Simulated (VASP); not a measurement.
## In2O3: single point with BLYP+D3(BJ)

The system is In2O3.

```
In O
1.0
     2.78671    1.60891    4.88504
    -2.78671    1.60891    4.88504
     0.00000   -3.21781    4.88504
In O
4 6
Direct
  0.85817 0.85817 0.85817
  0.64183 0.64183 0.64183
  0.14183 0.14183 0.14183
  0.35817 0.35817 0.35817
  0.04664 0.75000 0.45336
  0.75000 0.45336 0.04664
  0.45336 0.04664 0.75000
  0.95336 0.25000 0.54664
  0.25000 0.54664 0.95336
  0.54664 0.95336 0.25000
```

```yaml
Program: VASP 6.6.1
Task: single point
Functional: BLYP
Dispersion: D3(BJ)
Potentials_or_basis: VASP PAW PBE potentials, release 64 (In_d, O)
Cutoff: 520 eV
k_mesh: 6 × 6 × 6
Occupations: fermi-dirac, width 0.05 eV
Spin: no spin polarisation
Dipole_correction: no
Further_INCAR_settings: ALGO = Normal; EDIFF = 1e-06; NBANDS = 55
```

```json
{
 "Pressure": "0.5 GPa",
 "Largest force": "0.018 eV/Å",
 "Band gap on the k mesh": "1.08 eV, indirect (least direct gap 1.16 eV)",
 "Dispersion energy per atom": "-0.487 eV"
}
```

Forces in eV/Å, atoms in the order of the input:
```
In   0.000  0.000 -0.018
In   0.000  0.000  0.018
In   0.000  0.000  0.018
In   0.000  0.000 -0.018
O   -0.006 -0.011  0.000
O   -0.006  0.011  0.000
O    0.013  0.000  0.000
O    0.006  0.011  0.000
O    0.006 -0.011  0.000
O   -0.013  0.000  0.000
```

Stress tensor (GPa, compression positive):
```
0.59 0.00 0.00
0.00 0.59 0.00
0.00 0.00 0.37
```

Levels at points of the mesh, in eV from the valence-band top:
| k point | band 40 | band 41 | band 42 | band 43 | band 44 | band 45 | band 46 | band 47 | band 48 | band 49 |
| --- | --- | --- | --- | --- | --- | --- | --- | --- | --- | --- |
| (0.00, 0.00, 0.00) | -0.34 | -0.25 | -0.25 | -0.08 | -0.08 | 1.08 | 5.40 | 5.85 | 6.91 | 8.94 |
| (0.50, 0.00, 0.00) | -0.85 | -0.70 | -0.70 | -0.06 | -0.06 | 4.69 | 4.69 | 5.58 | 5.58 | 8.29 |
| (0.50, 0.50, 0.00) | -0.80 | -0.53 | -0.34 | -0.10 | -0.05 | 4.88 | 5.20 | 6.06 | 6.20 | 7.32 |
| (0.50, 0.50, 0.50) | -1.02 | -0.19 | -0.19 | -0.19 | -0.19 | 4.18 | 4.18 | 6.71 | 6.71 | 8.13 |

It took 7 min on 1 thread of Intel(R) Xeon(R) Platinum 8488C (Sapphire Rapids), on a shared host, peak memory 0.4 GiB.

Caveat: the PAW data sets were made with another functional, which shifts forces and pressure a little; spin-orbit coupling is left out, which moves the levels of the heavy elements. A k mesh can miss the band edges.
